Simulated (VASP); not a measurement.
# TiPt3 (Pm-3m) in VASP: further runs

Aim: see how the results for TiPt3 move with the level of theory and the settings. Levels: LDA, RPBE, revPBE, BLYP. Tasks: single point.

Everything below comes from runs of VASP 6.6.1. Logs are shortened: lines on timing, memory, paths and dates and some standing lists are left out, and cuts for length are marked.

### 1 The cell of the first run

It takes space group Pm-3m (No. 221, cubic). The conventional cell has a = 3.897 Å, b = 3.897 Å, c = 3.897 Å, α = 90.00°, β = 90.00°, γ = 90.00°. Within 3.6 Å of Pt (site symmetry 4/mmm) lie 8 Pt at 2.76 Å and 4 Ti at 2.76 Å. Within 3.6 Å of Ti (site symmetry m-3m) lie 12 Pt at 2.76 Å.

### 2 Single point, LDA

POSCAR reads:

```
TiPt3
1.0
    3.8970000000      0.0000000000      0.0000000000
    0.0000000000      3.8970000000      0.0000000000
    0.0000000000      0.0000000000      3.8970000000
Pt Ti
3 1
Direct
    0.5000000000      0.5000000000      0.0000000000
    0.5000000000      0.0000000000      0.5000000000
    0.0000000000      0.5000000000      0.5000000000
    0.0000000000      0.0000000000      0.0000000000
```

INCAR.step1 reads:

```
SYSTEM = TiPt3
PREC = Accurate ; ENCUT = 520
EDIFF = 1E-7 ; ISMEAR = -1
SIGMA = 0.05 ; LREAL = .FALSE.
LASPH = .TRUE. ; NELM = 100
ALGO = Normal ; ISIF = 2
LWAVE = .FALSE. ; LCHARG = .TRUE.
LMAXMIX = 4 ; NBANDS = 29
```

KPOINTS.step1 reads:

```
regular mesh
0
G
  4 4 4
  0 0 0
```

INCAR.step2 reads:

```
SYSTEM = TiPt3
PREC = Accurate ; ENCUT = 520
EDIFF = 1E-7 ; ISMEAR = -5
SIGMA = 0.05 ; LREAL = .FALSE.
LASPH = .TRUE. ; NELM = 100
ALGO = Normal ; ISIF = 2
LWAVE = .FALSE. ; LCHARG = .FALSE.
LMAXMIX = 4 ; LORBIT = 10
NBANDS = 29 ; NEDOS = 1001
ICHARG = 11
```

KPOINTS.step2 reads:

```
regular mesh
0
G
  6 6 6
  0 0 0
```

Potentials or basis: VASP PAW LDA potentials, release 64 (Pt, Ti_sv).

Run with:

```bash
$ cat potpaw_LDA.64/Pt/POTCAR potpaw_LDA.64/Ti_sv/POTCAR > POTCAR
$ cp INCAR.step1 INCAR
$ cp KPOINTS.step1 KPOINTS
$ mpirun -np 1 vasp_std > vasp.out
$ cp INCAR.step2 INCAR
$ cp KPOINTS.step2 KPOINTS
$ mpirun -np 1 vasp_std > vasp.out
```

OUTCAR:

```text
SYSTEM = TiPt3
   PREC = Accurate
   ENCUT = 520
   EDIFF = 1E-7
   ISMEAR = -5
   LREAL = .FALSE.
   LASPH = .TRUE.
   NELM = 100
   ISIF = 2
   LORBIT = 10
   ICHARG = 11

 ion  position               nearest neighbor table
   1  0.500  0.500  0.000-   2 2.76   3 2.76   4 2.76   2 2.76   3 2.76   2 2.76   4 2.76   2 2.76
                             3 2.76   4 2.76   3 2.76   4 2.76
   2  0.500  0.000  0.500-   1 2.76   3 2.76   4 2.76   1 2.76   4 2.76   1 2.76   3 2.76   1 2.76
                             3 2.76   4 2.76   4 2.76   3 2.76
   3  0.000  0.500  0.500-   1 2.76   2 2.76   4 2.76   1 2.76   4 2.76   2 2.76   4 2.76   4 2.76
                             1 2.76   2 2.76   1 2.76   2 2.76
   4  0.000  0.000  0.000-   1 2.76   2 2.76   3 2.76   2 2.76   3 2.76   1 2.76   3 2.76   3 2.76
                             1 2.76   2 2.76   2 2.76   1 2.76

  LATTYP: Found a simple cubic cell.
 ALAT       =     3.8970000000

  Lattice vectors:

 A1 = (   3.8970000000,   0.0000000000,   0.0000000000)
 A2 = (   0.0000000000,   3.8970000000,   0.0000000000)
 A3 = (   0.0000000000,   0.0000000000,   3.8970000000)

Analysis of symmetry for initial positions (statically):
=====================================================================
 Subroutine PRICEL returns:
 Original cell was already a primitive cell.

 Routine SETGRP: Setting up the symmetry group for a
 simple cubic supercell.

 Subroutine GETGRP returns: Found 48 space group operations
 (whereof 48 operations were pure point group operations)
 out of a pool of 48 trial point group operations.

The static configuration has the point symmetry O_h .

Analysis of symmetry for dynamics (positions and initial velocities):
=====================================================================
 Subroutine PRICEL returns:
 Original cell was already a primitive cell.

 Routine SETGRP: Setting up the symmetry group for a
 simple cubic supercell.

 Subroutine GETGRP returns: Found 48 space group operations
 (whereof 48 operations were pure point group operations)
 out of a pool of 48 trial point group operations.

The dynamic configuration has the point symmetry O_h .

 Subroutine INISYM returns: Found 48 space group operations
 (whereof 48 operations are pure point group operations),
 and found     1 'primitive' translations

----------------------------------------------------------------------------------------

                                     Primitive cell

  volume of cell :      59.1822

  direct lattice vectors                    reciprocal lattice vectors
     3.897000000  0.000000000  0.000000000     0.256607647  0.000000000  0.000000000
     0.000000000  3.897000000  0.000000000     0.000000000  0.256607647  0.000000000
     0.000000000  0.000000000  3.897000000     0.000000000  0.000000000  0.256607647

  length of vectors
     3.897000000  3.897000000  3.897000000     0.256607647  0.256607647  0.256607647

  position of ions in fractional coordinates (direct lattice)
     0.500000000  0.500000000  0.000000000
     0.500000000  0.000000000  0.500000000
     0.000000000  0.500000000  0.500000000
     0.000000000  0.000000000  0.000000000

  ion indices of the primitive-cell ions
   primitive index   ion index
                 1           1
                 2           2
                 3           3
                 4           4

----------------------------------------------------------------------------------------

 KPOINTS: regular mesh

Automatic generation of k-mesh.
 Grid dimensions read from file:
 generate k-points for:    6    6    6

 Generating k-lattice:

  Cartesian coordinates                     Fractional coordinates (reciprocal lattice)
     0.042767941  0.000000000  0.000000000     0.166666667  0.000000000  0.000000000
     0.000000000  0.042767941  0.000000000     0.000000000  0.166666667  0.000000000
     0.000000000  0.000000000  0.042767941     0.000000000  0.000000000  0.166666667

  Length of vectors
     0.042767941  0.042767941  0.042767941

  Shift w.r.t. Gamma in fractional coordinates (k-lattice)
     0.000000000  0.000000000  0.000000000

 TETIRR: Found    104 inequivalent tetrahedra from     1296

 Subroutine IBZKPT returns following result:
 ===========================================

 Found     20 irreducible k-points:

 Following reciprocal coordinates:
            Coordinates               Weight
  0.000000  0.000000  0.000000      1.000000
  0.166667  0.000000  0.000000      6.000000
  0.333333  0.000000  0.000000      6.000000
  0.500000  0.000000  0.000000      3.000000
  0.166667  0.166667  0.000000     12.000000
  0.333333  0.166667  0.000000     24.000000
[... 12 lines left out ...]
  0.500000  0.500000  0.333333      6.000000
  0.500000  0.500000  0.500000      1.000000
   k-points           NKPTS =     20   k-points in BZ     NKDIM =     20   number of bands    NBANDS=     29
   number of dos      NEDOS =   1001   number of ions     NIONS =      4
   total plane-waves  NPLWV =  27000
   dimension x,y,z NGX =    30 NGY =   30 NGZ =   30
   dimension x,y,z NGXF=    60 NGYF=   60 NGZF=   60
   ions per type =               3   1
   NGX,Y,Z   is equivalent  to a cutoff of  12.80, 12.80, 12.80 a.u.
   NGXF,Y,Z  is equivalent  to a cutoff of  25.60, 25.60, 25.60 a.u.
 SYSTEM =  TiPt3
   PREC   = accura    normal or accurate (medium, high low for compatibility)
   ISTART =      0    job   : 0-new  1-cont  2-samecut
   ICHARG =     11    charge: 1-file 2-atom 10-const
   ISPIN  =      1    spin polarized calculation?
   LNONCOLLINEAR =      F non collinear calculations
   LSORBIT =      F    spin-orbit coupling
   LASPH  =      T    aspherical Exc in radial PAW
   ENCUT  =  520.0 eV  38.22 Ry    6.18 a.u.   7.25  7.25  7.25*2*pi/ulx,y,z
   NELM   =    100;   NELMIN=  2; NELMDL=  0     # of ELM steps
   EDIFF  = 0.1E-06   stopping-criterion for ELM
   LREAL  =      F    real-space projection
   EDIFFG = 0.1E-05   stopping-criterion for IOM
   NSW    =      0    number of steps for IOM
   IBRION =     -1    ionic relax: 0-MD 1-quasi-New 2-CG
   NFREE  =      0    steps in history (QN), initial steepest desc. (CG)
   ISIF   =      2    stress and relaxation
   ISYM   =      2    0-nonsym 1-usesym 2-fastsym
   POTIM  = 0.5000    time-step for ionic-motion
   TEBEG  =    0.0;   TEEND  =   0.0 temperature during run
   PSTRESS=    0.0 pullay stress
   NELECT =      42.0000    total number of electrons
   NUPDOWN=      -1.0000    fix difference up-down
   EMIN   =  10.00;   EMAX   =-10.00  energy-range for DOS
   EFERMI =   0.00;   METHOD = LEGACY
   ISMEAR =    -5;   SIGMA  =   0.05  broadening in eV -4-tet -1-fermi 0-gaus
   EFERMI_NEDOS =   21; number of points for ismear=-14 and -15
   IALGO  =     38    algorithm
   IMIX   =      4    mixing-type and parameters
     AMIX     =   0.40;   BMIX     =  1.00
     AMIX_MAG =   1.60;   BMIX_MAG =  1.00
  volume/ion in A,a.u.               =      14.80        99.85
  Fermi-wavevector in a.u.,A,eV,Ry     =   1.460251  2.759474 29.012153  2.132333
  Thomas-Fermi vector in A             =   2.576723
   LORBIT       =     10    0 simple, 1 ext, 2 COOP (PROOUT), +10 PAW based schemes
   GGA     = CA    functional components
   LHFCALC =     F    Hartree Fock is set to
   AEXX    =    0.0000 exact exchange contribution
   IVDW    =     0    specifies the selected vdW correction
   LEPSILON=     F    determine dielectric tensor
   LRPA    =     F    only Hartree local field effects (RPA)
 non-spin polarized calculation
 Fermi weights with tetrahedron method with Bloechl corrections
  energy-cutoff  :      520.00
  volume of cell :       59.18
 maximum number of plane-waves:      1628
 NGX is ok and might be reduce to    30

 number of electron      41.9999997 magnetization

 Free energy of the ion-electron system (eV)
  ---------------------------------------------------
  ext. energy  EPLUGINS =         0.00000000
  ---------------------------------------------------
  free energy    TOTEN  =       -34.61062999 eV

  energy without entropy =      -34.61062999  energy(sigma->0) =      -34.61062999

 E-fermi :  11.7235     XC(G=0): -13.5070

 val. band max:       11.7267689479   @ k =   0.3333   0.0000   0.0000
 cond. band min:      11.7277343171   @ k =   0.5000   0.0000   0.0000
 fundamental gap:      0.0009653692
 Fermi energy:        11.7234766253

 k-point     1 :       0.0000    0.0000    0.0000
  band No.  band energies     occupation
      1     -45.7482      2.00000
      2     -22.3564      2.00000
      3     -22.3564      2.00000
      4     -22.3564      2.00000
      5       1.4832      2.00000
      6       4.2639      2.00000
[... 21 lines left out ...]
     28      13.7521      0.00000
     29      20.1167      0.00000

 k-point     2 :       0.1667    0.0000    0.0000
  band No.  band energies     occupation
      1     -45.7477      2.00000
      2     -22.3640      2.00000
      3     -22.3576      2.00000
      4     -22.3576      2.00000
      5       1.8490      2.00000
      6       4.4927      2.00000
[... 21 lines left out ...]
     28      15.3718      0.00000
     29      19.5328      0.00000

 k-point     3 :       0.3333    0.0000    0.0000
  band No.  band energies     occupation
      1     -45.7467      2.00000
      2     -22.3790      2.00000
      3     -22.3600      2.00000
      4     -22.3600      2.00000
      5       2.8374      2.00000
      6       4.9256      2.00000
[... 510 lines left out ...]
      5       4.3970      2.00000
      6       4.3970      2.00000
[... 21 lines left out ...]
     28      13.9151      0.00000
     29      17.9919      0.00000

 k-point    20 :       0.5000    0.5000    0.5000
  band No.  band energies     occupation
      1     -45.7457      2.00000
      2     -22.3699      2.00000
      3     -22.3699      2.00000
      4     -22.3699      2.00000
      5       4.1954      2.00000
      6       4.1954      2.00000
[... 21 lines left out ...]
     28      13.2355      0.00000
     29      17.3461      0.00000

------------------------ aborting loop because EDIFF is reached ----------------------------------------

  FORCE on cell =-STRESS in cart. coord.  units (eV):
  Direction    XX          YY          ZZ          XY          YZ          ZX
  --------------------------------------------------------------------------------------
  -------------------------------------------------------------------------------------
  Total       -1.2425721     -1.2425721     -1.2425721      0.0000000      0.0000000     -0.0000000
  in kB      -33.6388362    -33.6388362    -33.6388362      0.0000000      0.0000000     -0.0000000
  external PRESSURE =     -33.6388362 kB  Pullay stress =       0.0000000 kB

 VOLUME and BASIS-vectors are now :
 -----------------------------------------------------------------------------
  energy-cutoff  :      520.00
  volume of cell :       59.18
      direct lattice vectors                 reciprocal lattice vectors
     3.897000000  0.000000000  0.000000000     0.256607647  0.000000000  0.000000000
     0.000000000  3.897000000  0.000000000     0.000000000  0.256607647  0.000000000
     0.000000000  0.000000000  3.897000000     0.000000000  0.000000000  0.256607647

 POSITION                                       TOTAL-FORCE (eV/Angst)
 -----------------------------------------------------------------------------------
      1.94850      1.94850      0.00000         0.000000      0.000000      0.000000
      1.94850      0.00000      1.94850         0.000000      0.000000      0.000000
      0.00000      1.94850      1.94850         0.000000      0.000000      0.000000
      0.00000      0.00000      0.00000         0.000000      0.000000      0.000000
 -----------------------------------------------------------------------------------
    total drift:                               -0.000000      0.000000     -0.000000

  FREE ENERGIE OF THE ION-ELECTRON SYSTEM (eV)
  ---------------------------------------------------
  free  energy   TOTEN  =       -34.6106299880 eV

  energy  without entropy=      -34.6106299880  energy(sigma->0) =      -34.61062999

 total charge

# of ion       s       p       d       tot
------------------------------------------
    1        0.704   0.681   8.094   9.478
    2        0.704   0.681   8.094   9.478
    3        0.704   0.681   8.094   9.478
    4        2.216   6.164   1.769  10.149
--------------------------------------------------
tot          4.327   8.208  26.050  38.585
```

Run time: 71 s. Hardware: 1 thread of AMD EPYC 7R13, shared host; peak memory 0.13 GiB.

What came out:

```
Valence electrons inside the program's atomic spheres : Pt 9.48; Ti 10.15
```

Levels at points of the mesh, in eV from the Fermi level:
| k point | band 17 | band 18 | band 19 | band 20 | band 21 | band 22 | band 23 | band 24 | band 25 | band 26 |
| --- | --- | --- | --- | --- | --- | --- | --- | --- | --- | --- |
| (0.00, 0.00, 0.00) | -0.54 | 0.00 | 0.00 | 0.00 | 1.37 | 1.37 | 1.59 | 1.59 | 1.59 | 2.03 |
| (0.50, 0.00, 0.00) | -2.72 | -2.72 | -2.64 | -1.40 | -0.23 | -0.23 | 0.00 | 0.42 | 0.73 | 2.00 |
| (0.50, 0.50, 0.00) | -3.16 | -3.16 | -2.48 | -2.33 | -2.32 | 0.19 | 0.19 | 0.32 | 1.48 | 1.48 |
| (0.50, 0.50, 0.50) | -0.99 | -0.66 | -0.66 | -0.66 | -0.49 | -0.49 | -0.49 | 1.19 | 1.19 | 1.19 |

Caveat: the k points lie up to 0.40 Å⁻¹ apart; spin-orbit coupling is left out, which moves the levels of the heavy elements; tetrahedron occupations give inexact forces and stress in metals.

### 3 Single point, RPBE

POSCAR is that of step 2.

INCAR.step1 reads:

```
PREC = Accurate
ENCUT = 520
EDIFF = 1E-7
ISMEAR = -1
SIGMA = 0.05
LREAL = False
LASPH = True
NELM = 80
ALGO = Fast
ISIF = 2
LWAVE = False
LCHARG = True
LMAXMIX = 4
GGA = RP
NBANDS = 29
```

KPOINTS.step1 reads:

```
Automatic mesh
0
Gamma
  4 4 4
```

INCAR.step2 reads:

```
PREC = Accurate
ENCUT = 520
EDIFF = 1E-7
ISMEAR = -5
SIGMA = 0.05
LREAL = False
LASPH = True
NELM = 80
ALGO = Fast
ISIF = 2
LWAVE = False
LCHARG = False
LMAXMIX = 4
GGA = RP
LORBIT = 10
NEDOS = 1001
ICHARG = 11
```

KPOINTS.step2 reads:

```
Automatic mesh
0
Gamma
  6 6 6
```

Potentials or basis: VASP PAW PBE potentials, release 64 (Pt, Ti_sv).

Run with:

```bash
$ cat potpaw_PBE.64/Pt/POTCAR potpaw_PBE.64/Ti_sv/POTCAR > POTCAR
$ cp INCAR.step1 INCAR
$ cp KPOINTS.step1 KPOINTS
$ mpirun -np 1 vasp_std > vasp.out
$ cp INCAR.step2 INCAR
$ cp KPOINTS.step2 KPOINTS
$ mpirun -np 1 vasp_std > vasp.out
```

Wall time 4 min (1 thread of AMD EPYC 7R13, shared host); peak memory 0.14 GiB.

Results (log left out):

* Valence electrons inside the program's atomic spheres: Pt 9.48; Ti 10.11

Levels at points of the mesh, in eV from the Fermi level:
```tsv
k point	band 18	band 19	band 20	band 21	band 22	band 23	band 24	band 25
(0.00, 0.00, 0.00)	-0.01	-0.01	-0.01	1.38	1.38	1.57	1.57	1.65
(0.50, 0.00, 0.00)	-2.72	-2.65	-1.43	-0.22	-0.22	0.00	0.46	0.76
(0.50, 0.50, 0.00)	-3.17	-2.47	-2.35	-2.31	0.19	0.19	0.37	1.47
(0.50, 0.50, 0.50)	-0.71	-0.71	-0.71	-0.50	-0.50	-0.50	1.17	1.17
```

Caveat: the k points lie up to 0.40 Å⁻¹ apart; the PAW data sets were made with another functional, which shifts forces and pressure a little; spin-orbit coupling is left out, which moves the levels of the heavy elements; tetrahedron occupations give inexact forces and stress in metals.

### 4 Single point, revPBE

POSCAR is that of step 3.

INCAR.step1 reads:

```
SYSTEM = TiPt3
  ALGO = Normal
  EDIFF = 1E-6
  ENCUT = 520
  GGA = RE
  ISIF = 2
  ISMEAR = -1
  LASPH = .True.
  LCHARG = .True.
  LMAXMIX = 4
  LREAL = .False.
  LWAVE = .False.
  NBANDS = 29
  NELM = 100
  PREC = Accurate
  SIGMA = 0.05
```

KPOINTS.step1 reads:

```
k-points
0
Gamma
  4 4 4
  0 0 0
```

INCAR.step2 reads:

```
SYSTEM = TiPt3
  ALGO = Normal
  EDIFF = 1E-6
  ENCUT = 520
  GGA = RE
  ICHARG = 11
  ISIF = 2
  ISMEAR = -5
  LASPH = .True.
  LCHARG = .False.
  LMAXMIX = 4
  LORBIT = 10
  LREAL = .False.
  LWAVE = .False.
  NEDOS = 1001
  NELM = 100
  PREC = Accurate
  SIGMA = 0.05
```

KPOINTS.step2 reads:

```
k-points
0
Gamma
  6 6 6
  0 0 0
```

Run with:

```bash
$ cat potpaw_PBE.64/Pt/POTCAR potpaw_PBE.64/Ti_sv/POTCAR > POTCAR
$ cp INCAR.step1 INCAR
$ cp KPOINTS.step1 KPOINTS
$ mpirun -np 1 vasp_std > vasp.out
$ cp INCAR.step2 INCAR
$ cp KPOINTS.step2 KPOINTS
$ mpirun -np 1 vasp_std > vasp.out
```

Run time: 81 s. Hardware: 1 thread of AMD EPYC 7R13, shared host; peak memory 0.14 GiB.

It converged, with:

* Valence electrons inside the program's atomic spheres: Pt 9.48; Ti 10.12

Levels at points of the mesh, in eV from the Fermi level:
| k point | band 19 | band 20 | band 21 | band 22 | band 23 | band 24 |
| --- | --- | --- | --- | --- | --- | --- |
| (0.00, 0.00, 0.00) | 0.00 | 0.00 | 1.38 | 1.38 | 1.57 | 1.57 |
| (0.50, 0.00, 0.00) | -2.65 | -1.43 | -0.23 | -0.23 | 0.00 | 0.46 |
| (0.50, 0.50, 0.00) | -2.47 | -2.35 | -2.31 | 0.19 | 0.19 | 0.37 |
| (0.50, 0.50, 0.50) | -0.71 | -0.71 | -0.50 | -0.50 | -0.50 | 1.17 |

Caveat: the k points lie up to 0.40 Å⁻¹ apart; the PAW data sets were made with another functional, which shifts forces and pressure a little; spin-orbit coupling is left out, which moves the levels of the heavy elements; tetrahedron occupations give inexact forces and stress in metals.

### 5 Single point, BLYP

POSCAR is that of step 4.

INCAR.step1 reads:

```
  AGGAC = 1.0
  AGGAX = 1.0
  ALDAC = 0.0
  ALDAX = 1.0
  ALGO = Fast
  EDIFF = 1E-6
  ENCUT = 520
  GGA = B5
  ISIF = 2
  ISMEAR = -1
  LASPH = True
  LCHARG = True
  LMAXMIX = 4
  LREAL = False
  LWAVE = False
  NBANDS = 29
  NELM = 60
  PREC = Accurate
  SIGMA = 0.05
```

KPOINTS.step1 reads:

```
k-points
0
Gamma
  4 4 4
```

INCAR.step2 reads:

```
  AGGAC = 1.0
  AGGAX = 1.0
  ALDAC = 0.0
  ALDAX = 1.0
  ALGO = Fast
  EDIFF = 1E-6
  ENCUT = 520
  GGA = B5
  ICHARG = 11
  ISIF = 2
  ISMEAR = -5
  LASPH = True
  LCHARG = False
  LMAXMIX = 4
  LORBIT = 11
  LREAL = False
  LWAVE = False
  NEDOS = 2001
  NELM = 60
  PREC = Accurate
  SIGMA = 0.05
```

KPOINTS.step2 reads:

```
k-points
0
Gamma
  6 6 6
```

Run with:

```bash
$ cat potpaw_PBE.64/Pt/POTCAR potpaw_PBE.64/Ti_sv/POTCAR > POTCAR
$ cp INCAR.step1 INCAR
$ cp KPOINTS.step1 KPOINTS
$ mpirun -np 1 vasp_std > vasp.out
$ cp INCAR.step2 INCAR
$ cp KPOINTS.step2 KPOINTS
$ mpirun -np 1 vasp_std > vasp.out
```

It took 4.8 min on 1 thread of AMD EPYC 7R13, shared host; peak memory 0.14 GiB.

Results (log left out):

```
Valence electrons inside the program's atomic spheres : Pt 9.53; Ti 10.18
```

Levels at points of the mesh, in eV from the Fermi level:
| k point | band 17 | band 18 | band 19 | band 20 | band 21 | band 22 | band 23 | band 24 | band 25 |
| --- | --- | --- | --- | --- | --- | --- | --- | --- | --- |
| (0.00, 0.00, 0.00) | -0.56 | 0.00 | 0.00 | 0.00 | 1.34 | 1.34 | 1.80 | 1.80 | 1.87 |
| (0.50, 0.00, 0.00) | -2.72 | -2.72 | -2.65 | -1.44 | -0.26 | -0.26 | 0.01 | 0.44 | 0.72 |
| (0.50, 0.50, 0.00) | -3.17 | -3.17 | -2.35 | -2.34 | -2.32 | 0.14 | 0.14 | 0.32 | 1.52 |
| (0.50, 0.50, 0.50) | -0.70 | -0.49 | -0.49 | -0.49 | -0.42 | -0.42 | -0.42 | 1.13 | 1.13 |

Caveat: the k points lie up to 0.40 Å⁻¹ apart; the PAW data sets were made with another functional, which shifts forces and pressure a little; spin-orbit coupling is left out, which moves the levels of the heavy elements; tetrahedron occupations give inexact forces and stress in metals.
